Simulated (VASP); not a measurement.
# Zr (P6_3/mmc) in VASP: a series of runs, part 2 of 2

VASP 6.6.1. Earlier steps stand in the parts before.

## (4) Single point, PBE

Input file INCAR:

```
SYSTEM = Zr
  ALGO = Normal
  EDIFF = 1E-6
  ENCUT = 500
  GGA = PE
  GGA_COMPAT = .FALSE.
  ISIF = 2
  ISMEAR = -1
  LASPH = .TRUE.
  LCHARG = .FALSE.
  LREAL = .FALSE.
  LWAVE = .FALSE.
  NBANDS = 19
  NELM = 120
  PREC = Accurate
  SIGMA = 0.1
```

Input file KPOINTS:

```
k-points
0
G
  6 6 3
  0 0 0
```

Input file POSCAR:

```
Zr
1.0
    3.2318821279      0.0000000000      0.0000000000
   -1.6159410639      2.7988920248      0.0000000000
    0.0000000000      0.0000000000      5.1741040718
Zr
2
Direct
    0.3333333333      0.6666666667      0.2500000000
    0.6666666667      0.3333333333      0.7500000000
```

Potentials or basis: VASP PAW PBE potentials, release 64 (Zr_sv).

Run with:

```
$ cat potpaw_PBE.64/Zr_sv/POTCAR > POTCAR
$ mpirun -np 1 vasp_std > vasp.out
```

OUTCAR:

```text
SYSTEM = Zr
   EDIFF = 1E-6
   ENCUT = 500
   GGA = PE
   ISIF = 2
   ISMEAR = -1
   LASPH = .TRUE.
   LREAL = .FALSE.
   NELM = 120
   PREC = Accurate

 ion  position               nearest neighbor table
   1  0.333  0.667  0.250-   2 3.19   2 3.19   2 3.19   2 3.19   2 3.19   2 3.19
   2  0.667  0.333  0.750-   1 3.19   1 3.19   1 3.19   1 3.19   1 3.19   1 3.19

  LATTYP: Found a hexagonal cell.
 ALAT       =     3.2318821279
 C/A-ratio  =     1.6009569245

  Lattice vectors:

 A1 = (   3.2318821279,   0.0000000000,   0.0000000000)
 A2 = (  -1.6159410639,   2.7988920248,   0.0000000000)
 A3 = (   0.0000000000,   0.0000000000,   5.1741040718)

Analysis of symmetry for initial positions (statically):
=====================================================================
 Subroutine PRICEL returns:
 Original cell was already a primitive cell.

 Routine SETGRP: Setting up the symmetry group for a
 hexagonal supercell.

 Subroutine GETGRP returns: Found 24 space group operations
 (whereof 12 operations were pure point group operations)
 out of a pool of 24 trial point group operations.

The static configuration has the point symmetry D_3d.
 The point group associated with its full space group is D_6h.

Analysis of symmetry for dynamics (positions and initial velocities):
=====================================================================
 Subroutine PRICEL returns:
 Original cell was already a primitive cell.

 Routine SETGRP: Setting up the symmetry group for a
 hexagonal supercell.

 Subroutine GETGRP returns: Found 24 space group operations
 (whereof 12 operations were pure point group operations)
 out of a pool of 24 trial point group operations.

The dynamic configuration has the point symmetry D_3d.
 The point group associated with its full space group is D_6h.

[... 99 lines left out ...]
   NUPDOWN=      -1.0000    fix difference up-down
   EMIN   =  10.00;   EMAX   =-10.00  energy-range for DOS
   EFERMI =   0.00;   METHOD = LEGACY
   ISMEAR =    -1;   SIGMA  =   0.10  broadening in eV -4-tet -1-fermi 0-gaus
   EFERMI_NEDOS =   21; number of points for ismear=-14 and -15
   IALGO  =     38    algorithm
   IMIX   =      4    mixing-type and parameters
     AMIX     =   0.40;   BMIX     =  1.00
     AMIX_MAG =   1.60;   BMIX_MAG =  1.00
  volume/ion in A,a.u.               =      23.40       157.92
  Fermi-wavevector in a.u.,A,eV,Ry     =   1.310347  2.476197 23.361328  1.717009
  Thomas-Fermi vector in A             =   2.440883
   LORBIT       =      0    0 simple, 1 ext, 2 COOP (PROOUT), +10 PAW based schemes
   GGA     = PE    functional components
   LHFCALC =     F    Hartree Fock is set to
   AEXX    =    0.0000 exact exchange contribution
   IVDW    =     0    specifies the selected vdW correction
   LEPSILON=     F    determine dielectric tensor
   LRPA    =     F    only Hartree local field effects (RPA)
 non-spin polarized calculation
  energy-cutoff  :      500.00
  volume of cell :       46.80
 maximum number of plane-waves:      1200
 NGX is ok and might be reduce to    24
   NGX = 11   NGY = 11   NGZ = 19

 number of electron      24.0000001 magnetization

 Free energy of the ion-electron system (eV)
  ---------------------------------------------------
  ext. energy  EPLUGINS =         0.00000000
  ---------------------------------------------------
  free energy    TOTEN  =       -17.03295208 eV

  energy without entropy =      -16.93355868  energy(sigma->0) =      -16.98325538

 E-fermi :   8.9114     XC(G=0): -11.0587

 val. band max:        8.8601591856   @ k =   0.1667   0.0000   0.0000
 cond. band min:       8.9422486599   @ k =   0.3333   0.1667   0.3333
 fundamental gap:      0.0820894743
 Fermi energy:         8.9113649836

 k-point     1 :       0.0000    0.0000    0.0000
  band No.  band energies     occupation
      1     -39.9064      2.00000
      2     -39.7581      2.00000
      3     -18.4175      2.00000
      4     -17.5587      2.00000
      5     -17.5587      2.00000
      6     -17.4377      2.00000
[... 285 lines left out ...]
      6     -17.8862      2.00000
[... 11 lines left out ...]
     18      13.3334      0.00000
     19      16.2497      0.00000

------------------------ aborting loop because EDIFF is reached ----------------------------------------

  FORCE on cell =-STRESS in cart. coord.  units (eV):
  Direction    XX          YY          ZZ          XY          YZ          ZX
  --------------------------------------------------------------------------------------
  -------------------------------------------------------------------------------------
  Total        0.1775148      0.1775148      0.0577203      0.0000000     -0.0000000      0.0000000
  in kB        6.0767060      6.0767060      1.9758890      0.0000000     -0.0000000      0.0000000
  external PRESSURE =       4.7097670 kB  Pullay stress =       0.0000000 kB

 VOLUME and BASIS-vectors are now :
 -----------------------------------------------------------------------------
  energy-cutoff  :      500.00
  volume of cell :       46.80
      direct lattice vectors                 reciprocal lattice vectors
     3.231882128  0.000000000  0.000000000     0.309417225  0.178642118  0.000000000
    -1.615941064  2.798892025  0.000000000     0.000000000  0.357284236  0.000000000
     0.000000000  0.000000000  5.174104072     0.000000000  0.000000000  0.193270175

 POSITION                                       TOTAL-FORCE (eV/Angst)
 -----------------------------------------------------------------------------------
     -0.00000      1.86593      1.29353        -0.000000      0.000000      0.000000
      1.61594      0.93296      3.88058         0.000000     -0.000000      0.000000
 -----------------------------------------------------------------------------------
    total drift:                               -0.000000      0.000000     -0.000000

  FREE ENERGIE OF THE ION-ELECTRON SYSTEM (eV)
  ---------------------------------------------------
  free  energy   TOTEN  =       -17.0329520830 eV

  energy  without entropy=      -16.9335586848  energy(sigma->0) =      -16.98325538
```

OSZICAR:

```text
N       E                     dE             d eps       ncg     rms          rms(c)
DAV:   1     0.211091016451E+03    0.21109E+03   -0.12979E+04   532   0.122E+03
DAV:   2    -0.106234786670E+01   -0.21215E+03   -0.20770E+03   610   0.359E+02
DAV:   3    -0.173906595386E+02   -0.16328E+02   -0.16221E+02   974   0.712E+01
DAV:   4    -0.177367568109E+02   -0.34610E+00   -0.34545E+00   633   0.113E+01
DAV:   5    -0.177478048929E+02   -0.11048E-01   -0.11046E-01   792   0.129E+00    0.141E+01
DAV:   6    -0.171442697060E+02    0.60354E+00   -0.93842E-01   568   0.731E+00    0.553E+00
DAV:   7    -0.170263121531E+02    0.11796E+00   -0.59969E-01   713   0.511E+00    0.110E+00
DAV:   8    -0.170328253422E+02   -0.65132E-02   -0.43331E-02   685   0.145E+00    0.269E-01
DAV:   9    -0.170330090310E+02   -0.18369E-03   -0.16335E-03   687   0.362E-01    0.368E-02
DAV:  10    -0.170329519697E+02    0.57061E-04   -0.35649E-05   696   0.363E-02    0.257E-02
DAV:  11    -0.170329520800E+02   -0.11027E-06   -0.10837E-05   602   0.351E-02    0.384E-03
DAV:  12    -0.170329520830E+02   -0.30050E-08   -0.36533E-07   322   0.411E-03
   1 F= -.17032952E+02 E0= -.16983255E+02  d E =-.993934E-01
```

stdout:

```text
POSCAR found type information on POSCAR Zr
 POSCAR found :  1 types and       2 ions
 scaLAPACK will be used
 LDA part: xc-table for (Slater+PW92), standard interpolation
 POSCAR, INCAR and KPOINTS ok, starting setup
 FFT: planning ... GRIDC
 FFT: planning ... GRID_SOFT
 FFT: planning ... GRID
 WAVECAR not read
 entering main loop
```

Wall time 8.7 s (1 thread of AMD EPYC 7R13 (Zen 3), shared host); peak memory 0.13 GiB.

Results:

```yaml
Free_energy: -17.0330 eV
Pressure: 0.5 GPa
Band_gap_on_the_k_mesh: zero (band 12 reaches 9.81 eV, above the bottom of band 13 at 8.94 eV)
```

Levels at points of the mesh, in eV from the Fermi level:
```tsv
k point	band 9	band 10	band 11	band 12	band 13	band 14	band 15	band 16
(0.00, 0.00, 0.00)	-5.62	-3.00	0.90	0.90	0.99	1.14	1.57	1.57
(0.50, 0.00, 0.00)	-2.52	-2.48	-2.11	-0.18	0.59	0.77	1.46	4.92
```

Caveat: the k points lie up to 0.40 Å⁻¹ apart.

## (5) Single point, PBE, collinear spin, ferromagnetic start

Input file INCAR:

```
SYSTEM = Zr
PREC     = Accurate       ! precision mode
ENCUT    = 500            ! plane-wave cutoff, eV
EDIFF    = 1E-6           ! SCF threshold, eV
ISMEAR   = -1             ! smearing method
SIGMA    = 0.1            ! smearing width, eV
LREAL    = .FALSE.        ! projectors in reciprocal space
LASPH    = .TRUE.         ! aspherical terms in the spheres
NELM     = 200            ! most SCF steps
ALGO     = Normal         ! electronic algorithm
ISIF     = 2              ! what is computed and relaxed
LWAVE    = .FALSE.        ! write WAVECAR
LCHARG   = .FALSE.        ! write CHGCAR
ISPIN    = 2              ! spin polarisation
MAGMOM   = 1 1            ! initial moments
LORBIT   = 11             ! projections on sites
LMAXMIX  = 4              ! l up to which the mixer works
GGA      = PE             ! functional
NBANDS   = 23             ! bands
GGA_COMPAT= .FALSE.
```

Input file KPOINTS:

```
Automatic mesh
0
G
  6 6 3
  0 0 0
```

Input file POSCAR:

```
Zr
1.0
    3.2340547925      0.0000000000      0.0000000000
   -1.6170273962      2.8007736075      0.0000000000
    0.0000000000      0.0000000000      5.1622106433
Zr
2
Direct
    0.3333333333      0.6666666667      0.2500000000
    0.6666666667      0.3333333333      0.7500000000
```

Run with:

```
$ cat potpaw_PBE.64/Zr_sv/POTCAR > POTCAR
$ mpirun -np 1 vasp_std > vasp.out
```

Wall time 31 s (1 thread of Intel Xeon Platinum 8488C (Sapphire Rapids), shared host); peak memory 0.17 GiB.

Results (log left out):

```
Free energy                                           : -17.0330 eV
Pressure                                              : 0.6 GPa
Band gap on the k mesh                                : zero (filled and empty bands overlap)
Net moment                                            : 0.00 μB per cell
Valence electrons inside the program's atomic spheres : Zr 9.81
```

Stress tensor (GPa, compression positive):
```
0.65 0.00 0.00
0.00 0.65 0.00
0.00 0.00 0.39
```

Levels at points of the mesh, in eV from the Fermi level:
Spin up:
| k point | band 9 | band 10 | band 11 | band 12 | band 13 | band 14 | band 15 | band 16 |
| --- | --- | --- | --- | --- | --- | --- | --- | --- |
| (0.00, 0.00, 0.00) | -5.63 | -3.00 | 0.89 | 0.89 | 1.02 | 1.16 | 1.58 | 1.58 |
| (0.50, 0.00, 0.00) | -2.52 | -2.48 | -2.10 | -0.19 | 0.58 | 0.79 | 1.47 | 4.91 |
Spin down:
```csv
k point,band 10,band 11,band 12,band 13,band 14,band 15
"(0.00, 0.00, 0.00)",-3.00,0.89,0.89,1.02,1.16,1.58
"(0.50, 0.00, 0.00)",-2.48,-2.10,-0.19,0.58,0.79,1.47
```

Caveat: the k points lie up to 0.41 Å⁻¹ apart.

## (6) The runs side by side

| spin | cell | k mesh | cutoff (eV) | smearing | gap on the mesh (eV) | pressure (GPa) | moment (μB) |
| --- | --- | --- | --- | --- | --- | --- | --- |
| off | a = 3.232, b = 3.232, c = 5.174 Å, angles 90.0, 90.0, 120.0°, 2 atoms | 11 × 11 × 6 | 520 | fermi-dirac 0.6 eV | none | 5.1 | - |
| collinear, ferromagnetic start | a = 3.277, b = 3.277, c = 5.230 Å, angles 90.0, 90.0, 120.0°, 2 atoms | 18 × 18 × 10 | 520 | fermi-dirac 0.05 eV | none | -3.4 | 0.00 |
| off | a = 3.232, b = 3.232, c = 5.174 Å, angles 90.0, 90.0, 120.0°, 2 atoms | 6 × 6 × 3 | 500 | fermi-dirac 0.1 eV | none | 0.5 | - |
| collinear, ferromagnetic start | a = 3.234, b = 3.234, c = 5.162 Å, angles 90.0, 90.0, 120.0°, 2 atoms | 6 × 6 × 3 | 500 | fermi-dirac 0.1 eV | none | 0.6 | 0.00 |

Alike in all rows: task single point; level PBE; potentials or basis VASP PAW PBE potentials, release 64 (Zr_sv).

Caveats: some runs use coarse meshes.

Absolute energies hang on the potentials; compare differences alone.
